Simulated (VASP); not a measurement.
# BN (Qingsongite) (F-43m) in VASP: further runs

BN (Qingsongite) is run at these levels: PBE; tasks: single point.

Program: VASP 6.6.1. These are calculated values, not measurements. Logs are shortened: lines on timing, memory, paths and dates and some standing lists are left out, and cuts for length are marked.

### Step 1. The cell of the first run

The structure is cubic, space group F-43m (No. 216). The conventional cell has a = 3.585 Å, b = 3.585 Å, c = 3.585 Å, α = 90.00°, β = 90.00°, γ = 90.00°. Within 2.1 Å of B (site symmetry -43m) lie 4 N at 1.55 Å. N (site symmetry -43m) has 4 B at 1.55 Å within 2.1 Å.

### Step 2. Single point, PBE

Input file INCAR:

```
SYSTEM = BN
ALGO = Normal ; EDIFF = 1E-6
ENCUT = 520 ; GGA = PE
ISIF = 2 ; ISMEAR = 0
LASPH = .True. ; LCHARG = .False.
LREAL = .False. ; LWAVE = .False.
NBANDS = 11 ; NELM = 60
PREC = Accurate ; SIGMA = 0.01
```

Input file KPOINTS:

```
k-points
0
Gamma
  9 9 9
  0 0 0
```

Input file POSCAR:

```
BN
1.0
    0.0000000000      1.7923102062      1.7923102062
    1.7923102062      0.0000000000      1.7923102062
    1.7923102062      1.7923102062      0.0000000000
B N
1 1
Direct
    0.0000000000      0.0000000000      0.0000000000
    0.2500000000      0.2500000000      0.2500000000
```

Potentials or basis: VASP PAW PBE potentials, release 64 (B, N).

Started as:

```
> cat potpaw_PBE.64/B/POTCAR potpaw_PBE.64/N/POTCAR > POTCAR
> mpirun -np 1 vasp_std > vasp.out
```

OUTCAR:

```text
SYSTEM = BN
   EDIFF = 1E-6
   ENCUT = 520
   GGA = PE
   ISIF = 2
   ISMEAR = 0
   LASPH = .True.
   LREAL = .False.
   NELM = 60
   PREC = Accurate

 ion  position               nearest neighbor table
   1  0.000  0.000  0.000-   2 1.55   2 1.55   2 1.55   2 1.55
   2  0.250  0.250  0.250-   1 1.55   1 1.55   1 1.55   1 1.55

  LATTYP: Found a face centered cubic cell.
 ALAT       =     3.5846204124

  Lattice vectors:

 A1 = (   0.0000000000,   1.7923102062,   1.7923102062)
 A2 = (   1.7923102062,   0.0000000000,   1.7923102062)
 A3 = (   1.7923102062,   1.7923102062,   0.0000000000)

Analysis of symmetry for initial positions (statically):
=====================================================================
 Subroutine PRICEL returns:
 Original cell was already a primitive cell.

 Routine SETGRP: Setting up the symmetry group for a
 face centered cubic supercell.

 Subroutine GETGRP returns: Found 24 space group operations
 (whereof 24 operations were pure point group operations)
 out of a pool of 48 trial point group operations.

The static configuration has the point symmetry T_d .

Analysis of symmetry for dynamics (positions and initial velocities):
=====================================================================
 Subroutine PRICEL returns:
 Original cell was already a primitive cell.

 Routine SETGRP: Setting up the symmetry group for a
 face centered cubic supercell.

 Subroutine GETGRP returns: Found 24 space group operations
 (whereof 24 operations were pure point group operations)
 out of a pool of 48 trial point group operations.

The dynamic configuration has the point symmetry T_d .

 Subroutine INISYM returns: Found 24 space group operations
 (whereof 24 operations are pure point group operations),
 and found     1 'primitive' translations

----------------------------------------------------------------------------------------

                                     Primitive cell

  volume of cell :      11.5151

  direct lattice vectors                    reciprocal lattice vectors
     0.000000000  1.792310206  1.792310206    -0.278969566  0.278969566  0.278969566
     1.792310206  0.000000000  1.792310206     0.278969566 -0.278969566  0.278969566
     1.792310206  1.792310206  0.000000000     0.278969566  0.278969566 -0.278969566

  length of vectors
     2.534709402  2.534709402  2.534709402     0.483189462  0.483189462  0.483189462

  position of ions in fractional coordinates (direct lattice)
     0.000000000  0.000000000  0.000000000
     0.250000000  0.250000000  0.250000000

[... 85 lines left out ...]
   TEBEG  =    0.0;   TEEND  =   0.0 temperature during run
   PSTRESS=    0.0 pullay stress
   NELECT =       8.0000    total number of electrons
   NUPDOWN=      -1.0000    fix difference up-down
   EMIN   =  10.00;   EMAX   =-10.00  energy-range for DOS
   EFERMI =   0.00;   METHOD = LEGACY
   ISMEAR =     0;   SIGMA  =   0.01  broadening in eV -4-tet -1-fermi 0-gaus
   EFERMI_NEDOS =   21; number of points for ismear=-14 and -15
   IALGO  =     38    algorithm
   IMIX   =      4    mixing-type and parameters
     AMIX     =   0.40;   BMIX     =  1.00
     AMIX_MAG =   1.60;   BMIX_MAG =  1.00
  volume/ion in A,a.u.               =       5.76        38.85
  Fermi-wavevector in a.u.,A,eV,Ry     =   1.449934  2.739978 28.603656  2.102309
  Thomas-Fermi vector in A             =   2.567604
   LORBIT       =      0    0 simple, 1 ext, 2 COOP (PROOUT), +10 PAW based schemes
   GGA     = PE    functional components
   LHFCALC =     F    Hartree Fock is set to
   AEXX    =    0.0000 exact exchange contribution
   IVDW    =     0    specifies the selected vdW correction
   LEPSILON=     F    determine dielectric tensor
   LRPA    =     F    only Hartree local field effects (RPA)
 non-spin polarized calculation
 Gauss-broadening in eV      SIGMA  =   0.01
  energy-cutoff  :      520.00
  volume of cell :       11.52
 maximum number of plane-waves:       331
   NGX =  9   NGY =  9   NGZ =  9

 number of electron       7.9999998 magnetization

 Free energy of the ion-electron system (eV)
  ---------------------------------------------------
  ext. energy  EPLUGINS =         0.00000000
  ---------------------------------------------------
  free energy    TOTEN  =       -17.43391450 eV

  energy without entropy =      -17.43391450  energy(sigma->0) =      -17.43391450

 E-fermi :   7.8500     XC(G=0): -12.9475

 val. band max:        7.7179740504   @ k =   0.0000   0.0000   0.0000
 cond. band min:      12.3627602355   @ k =   0.4444   0.4444   0.0000
 fundamental gap:      4.6447861851
 Fermi energy:         7.8499747601

 k-point     1 :       0.0000    0.0000    0.0000
  band No.  band energies     occupation
      1     -12.8036      2.00000
      2       7.7180      2.00000
      3       7.7180      2.00000
      4       7.7180      2.00000
      5      16.6585      0.00000
      6      16.6585      0.00000
      7      16.6585      0.00000
      8      18.4824      0.00000
      9      32.9497      0.00000
     10      35.7970      0.00000
     11      35.7970      0.00000
[... 309 lines left out ...]
 k-point    24 :       0.4444    0.4444    0.0000
  band No.  band energies     occupation
      1      -7.4529      2.00000
      2      -0.8984      2.00000
      3       2.7891      2.00000
      4       2.7891      2.00000
      5      12.3628      0.00000
      6      17.2041      0.00000
      7      25.7033      0.00000
      8      25.7033      0.00000
      9      28.7319      0.00000
     10      35.5514      0.00000
     11      42.1901      0.00000

 [... further k-points ...]

------------------------ aborting loop because EDIFF is reached ----------------------------------------

  FORCE on cell =-STRESS in cart. coord.  units (eV):
  Direction    XX          YY          ZZ          XY          YZ          ZX
  --------------------------------------------------------------------------------------
  -------------------------------------------------------------------------------------
  Total        0.9719555      0.9719555      0.9719555     -0.0000000      0.0000000      0.0000000
  in kB      135.2344766    135.2344766    135.2344766     -0.0000000      0.0000000      0.0000000
  external PRESSURE =     135.2344766 kB  Pullay stress =       0.0000000 kB

 VOLUME and BASIS-vectors are now :
 -----------------------------------------------------------------------------
  energy-cutoff  :      520.00
  volume of cell :       11.52
      direct lattice vectors                 reciprocal lattice vectors
     0.000000000  1.792310206  1.792310206    -0.278969566  0.278969566  0.278969566
     1.792310206  0.000000000  1.792310206     0.278969566 -0.278969566  0.278969566
     1.792310206  1.792310206  0.000000000     0.278969566  0.278969566 -0.278969566

 POSITION                                       TOTAL-FORCE (eV/Angst)
 -----------------------------------------------------------------------------------
      0.00000      0.00000      0.00000        -0.000000     -0.000000     -0.000000
      0.89616      0.89616      0.89616         0.000000      0.000000      0.000000
 -----------------------------------------------------------------------------------
    total drift:                                0.000000      0.000000      0.000000

  FREE ENERGIE OF THE ION-ELECTRON SYSTEM (eV)
  ---------------------------------------------------
  free  energy   TOTEN  =       -17.4339144976 eV

  energy  without entropy=      -17.4339144976  energy(sigma->0) =      -17.43391450
```

Wall time 8.2 s (1 thread of Intel Xeon 8259CL, shared host); peak memory 0.12 GiB.

What came out:

| Item | Value |
| --- | --- |
| Free energy | -17.4339 eV |
| Pressure | 13.5 GPa |
| Band gap on the k mesh | 4.64 eV, indirect (least direct gap 8.94 eV) |

Levels at points of the mesh, in eV from the valence-band top:
```
           k point  band 1  band 2  band 3  band 4  band 5  band 6  band 7  band 8  band 9
(0.00, 0.00, 0.00)  -20.52    0.00    0.00    0.00    8.94    8.94    8.94   10.76   25.23
```

### Step 3. Single point, PBE

This run uses another cell than the first one, of 5.91 Å³/atom, 1.026 times its volume.

Input file INCAR:

```
SYSTEM = BN
PREC = Accurate
ENCUT = 520
EDIFF = 1E-6
ISMEAR = 0
SIGMA = 0.01
LREAL = .False.
LASPH = .True.
NELM = 60
ALGO = Normal
ISIF = 2
LWAVE = .False.
LCHARG = .False.
GGA = PE
NBANDS = 11
```

Input file KPOINTS:

```
regular mesh
0
Gamma
  9 9 9
  0 0 0
```

Input file POSCAR:

```
BN
1.0
    0.0000000000      1.8075000000      1.8075000000
    1.8075000000      0.0000000000      1.8075000000
    1.8075000000      1.8075000000      0.0000000000
B N
1 1
Direct
    0.0000000000      0.0000000000      0.0000000000
    0.2500000000      0.2500000000      0.2500000000
```

Potentials or basis: VASP PAW PBE potentials, release 64 (B, N).

Started as:

```
> cat potpaw_PBE.64/B/POTCAR potpaw_PBE.64/N/POTCAR > POTCAR
> mpirun -np 1 vasp_std > vasp.out
```

Wall time 10 s (1 thread of Intel Xeon 8259CL, shared host); peak memory 0.12 GiB.

Results (log left out):

```
Free energy            : -17.4498 eV
Pressure               : 3.3 GPa
Band gap on the k mesh : 4.61 eV, indirect (least direct gap 8.82 eV)
```

Levels at points of the mesh, in eV from the valence-band top:
```
           k point  band 1  band 2  band 3  band 4  band 5  band 6  band 7  band 8
(0.00, 0.00, 0.00)  -20.23    0.00    0.00    0.00    8.82    8.82    8.82   10.35
```

A k mesh can miss the band edges. A hybrid or GW would open this gap; PBE tends to underestimate it.

### Step 4. Single point, PBE

This run uses another cell than the first one, of 6.05 Å³/atom, 1.051 times its volume.

Input file INCAR:

```
SYSTEM = BN
ALGO = Normal
EDIFF = 1E-6
ENCUT = 520
GGA = PE
ISIF = 2
ISMEAR = 0
LASPH = .TRUE.
LCHARG = .FALSE.
LREAL = .FALSE.
LWAVE = .FALSE.
NBANDS = 11
NELM = 60
PREC = Accurate
SIGMA = 0.01
```

Input file KPOINTS:

```
k-points
0
G
  9 9 9
  0 0 0
```

Input file POSCAR:

```
BN
1.0
    0.0000000000      1.8224386940      1.8224386940
    1.8224386940      0.0000000000      1.8224386940
    1.8224386940      1.8224386940      0.0000000000
B N
1 1
Direct
    0.0000000000      0.0000000000      0.0000000000
    0.2500000000      0.2500000000      0.2500000000
```

Started as:

```
> cat potpaw_PBE.64/B/POTCAR potpaw_PBE.64/N/POTCAR > POTCAR
> mpirun -np 1 vasp_std > vasp.out
```

Run time: 9.2 s. Hardware: 1 thread of Intel Xeon 8259CL, shared host; peak memory 0.12 GiB.

Results (log left out):

- Free energy: -17.4477 eV
- Pressure: -5.8 GPa
- Band gap on the k mesh: 4.58 eV, indirect (least direct gap 8.70 eV)

Levels at points of the mesh, in eV from the valence-band top:
| k point | band 1 | band 2 | band 3 | band 4 | band 5 | band 6 | band 7 | band 8 | band 9 |
| --- | --- | --- | --- | --- | --- | --- | --- | --- | --- |
| (0.00, 0.00, 0.00) | -19.95 | 0.00 | 0.00 | 0.00 | 8.70 | 8.70 | 8.70 | 9.95 | 24.29 |

A k mesh can miss the band edges.

### Step 5. Single point, PBE

This run uses another cell than the first one, of 6.20 Å³/atom, 1.077 times its volume.

Input file INCAR:

```
SYSTEM = BN
ALGO     = Normal         ! electronic algorithm
EDIFF    = 1E-7           ! SCF threshold, eV
ENCUT    = 520            ! plane-wave cutoff, eV
GGA      = PE             ! functional
ISIF     = 2              ! what is computed and relaxed
ISMEAR   = 0              ! smearing method
LASPH    = .TRUE.         ! aspherical terms in the spheres
LCHARG   = .FALSE.        ! write CHGCAR
LREAL    = .FALSE.        ! projectors in reciprocal space
LWAVE    = .FALSE.        ! write WAVECAR
NBANDS   = 11             ! bands
NELM     = 60             ! most SCF steps
PREC     = Accurate       ! precision mode
SIGMA    = 0.01           ! smearing width, eV
```

KPOINTS is that of step 4.

Input file POSCAR:

```
BN
1.0
    0.0000000000      1.8371364149      1.8371364149
    1.8371364149      0.0000000000      1.8371364149
    1.8371364149      1.8371364149      0.0000000000
B N
1 1
Direct
    0.0000000000      0.0000000000      0.0000000000
    0.2500000000      0.2500000000      0.2500000000
```

Started as:

```
> cat potpaw_PBE.64/B/POTCAR potpaw_PBE.64/N/POTCAR > POTCAR
> mpirun -np 1 vasp_std > vasp.out
```

It took 9.4 s on 1 thread of Intel Xeon 8259CL, shared host; peak memory 0.11 GiB.

The run converged. Its results:

| Property | Result |
| --- | --- |
| Free energy | -17.4299 eV |
| Pressure | -13.9 GPa |
| Band gap on the k mesh | 4.55 eV, indirect (least direct gap 8.59 eV) |

Levels at points of the mesh, in eV from the valence-band top:
```tsv
k point	band 1	band 2	band 3	band 4	band 5	band 6	band 7	band 8	band 9
(0.00, 0.00, 0.00)	-19.69	0.00	0.00	0.00	8.59	8.59	8.59	9.57	23.85
```

A k mesh can miss the band edges. As with any semilocal functional, this PBE gap is likely too small.

### Step 6. Single point, PBE

This run uses another cell than the first one, of 6.35 Å³/atom, 1.103 times its volume.

Input file INCAR:

```
SYSTEM = BN
PREC = Accurate
ENCUT = 520
EDIFF = 1E-7
ISMEAR = 0
SIGMA = 0.01
LREAL = .FALSE.
LASPH = .TRUE.
NELM = 80
ALGO = Normal
ISIF = 2
LWAVE = .FALSE.
LCHARG = .FALSE.
GGA = PE
NBANDS = 11
```

Input file KPOINTS:

```
Automatic mesh
0
G
  9 9 9
  0 0 0
```

Input file POSCAR:

```
BN
1.0
    0.0000000000      1.8516026516      1.8516026516
    1.8516026516      0.0000000000      1.8516026516
    1.8516026516      1.8516026516      0.0000000000
B N
1 1
Direct
    0.0000000000      0.0000000000      0.0000000000
    0.2500000000      0.2500000000      0.2500000000
```

Potentials or basis: VASP PAW PBE potentials, release 64 (B, N).

Started as:

```
> cat potpaw_PBE.64/B/POTCAR potpaw_PBE.64/N/POTCAR > POTCAR
> mpirun -np 1 vasp_std > vasp.out
```

It took 8.9 s on 1 thread of Intel Xeon 8259CL, shared host; peak memory 0.12 GiB.

The run converged. Its results:

| Property | Result |
| --- | --- |
| Free energy | -17.3979 eV |
| Pressure | -21.1 GPa |
| Band gap on the k mesh | 4.52 eV, indirect (least direct gap 8.48 eV) |

Levels at points of the mesh, in eV from the valence-band top:
```tsv
k point	band 1	band 2	band 3	band 4	band 5	band 6	band 7	band 8	band 9
(0.00, 0.00, 0.00)	-19.43	0.00	0.00	0.00	8.48	8.48	8.48	9.20	23.42
```

A k mesh can miss the band edges. Expect the measured gap to be larger: semilocal functionals such as PBE lack the derivative discontinuity.

### Step 7. Single point, PBE

This run uses another cell than the first one, of 6.50 Å³/atom, 1.128 times its volume.

Input file INCAR:

```
PREC = Accurate
ENCUT = 520
EDIFF = 1E-6
ISMEAR = 0
SIGMA = 0.01
LREAL = F
LASPH = T
NELM = 80
ALGO = Normal
ISIF = 2
LWAVE = F
LCHARG = F
GGA = PE
NBANDS = 11
```

Input file KPOINTS:

```
regular mesh
0
Gamma
  9 9 9
```

Input file POSCAR:

```
BN
1.0
    0.0000000000      1.8658463087      1.8658463087
    1.8658463087      0.0000000000      1.8658463087
    1.8658463087      1.8658463087      0.0000000000
B N
1 1
Direct
    0.0000000000      0.0000000000      0.0000000000
    0.2500000000      0.2500000000      0.2500000000
```

Started as:

```
> cat potpaw_PBE.64/B/POTCAR potpaw_PBE.64/N/POTCAR > POTCAR
> mpirun -np 1 vasp_std > vasp.out
```

Run time: 9.2 s. Hardware: 1 thread of Intel Xeon 8259CL, shared host; peak memory 0.12 GiB.

Results (log left out):

- Free energy: -17.3534 eV
- Pressure: -27.6 GPa
- Band gap on the k mesh: 4.49 eV, indirect (least direct gap 8.37 eV)

Levels at points of the mesh, in eV from the valence-band top:
```tsv
k point	band 1	band 2	band 3	band 4	band 5	band 6	band 7	band 8
(0.00, 0.00, 0.00)	-19.19	0.00	0.00	0.00	8.37	8.37	8.37	8.84
```

### Step 8. The runs side by side

| cell | gap on the mesh (eV) | pressure (GPa) |
| --- | --- | --- |
| a = 2.535 Å, angles 60.0°, 2 atoms | 4.64 | 13.5 |
| a = 2.556 Å, angles 60.0°, 2 atoms | 4.61 | 3.3 |
| a = 2.577 Å, angles 60.0°, 2 atoms | 4.58 | -5.8 |
| a = 2.598 Å, angles 60.0°, 2 atoms | 4.55 | -13.9 |
| a = 2.619 Å, angles 60.0°, 2 atoms | 4.52 | -21.1 |
| a = 2.639 Å, angles 60.0°, 2 atoms | 4.49 | -27.6 |

Alike in all rows: task single point; level PBE; potentials or basis VASP PAW PBE potentials, release 64 (B, N); no spin polarisation; k mesh 9 × 9 × 9; cutoff (eV) 520; smearing gaussian 0.01 eV.

Total energies depend on the potentials used, so only differences within one code and one set of settings carry meaning.
